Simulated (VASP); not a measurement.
Input of a VASP 6.6.1 run:

The input INCAR:

```
  PREC = Accurate
  ENCUT = 520
  EDIFF = 1E-6
  ISMEAR = 0
  SIGMA = 0.05
  LREAL = False
  LASPH = True
  NELM = 100
  ALGO = Normal
  ISIF = 2
  LWAVE = False
  LCHARG = False
  GGA = PE
  IVDW = 12
  NBANDS = 16
```

File KPOINTS:

```
regular mesh
0
Gamma
  9 9 8
```

File POSCAR:

```
Se
1.0
    4.0681465756      0.0000000000      0.0000000000
   -2.0340732878      3.5231182808      0.0000000000
    0.0000000000      0.0000000000      5.1277306289
Se
3
Direct
    0.2012552844      0.0000000000      0.3333333333
    0.0000000000      0.2012552844      0.6666666667
    0.7987447156      0.7987447156      0.0000000000
```

Potentials or basis: VASP PAW PBE potentials, release 64 (Se).

Run with:

```console
$ cat potpaw_PBE.64/Se/POTCAR > POTCAR
$ mpirun -np 1 vasp_std > vasp.out
```

Task: Predict the dispersion energy per atom.

Result: -0.355 eV.

Task: What does it give for the pressure?

Result: 13.6 GPa.

Task: Predict the band gap on the k mesh.

Result: Zero (band 9 reaches 3.85 eV, above the bottom of band 10 at 3.76 eV).

Forces in eV/Å, atoms in the order of the input:
```
Se   3.606  0.000  0.000
Se  -1.803  3.123  0.000
Se  -1.803 -3.123  0.000
```

Caveat: pairwise dispersion overbinds metals, which lowers pressure and volume; forces of over 1 eV/Å act on the atoms, so gaps and moduli don't describe the material at rest.
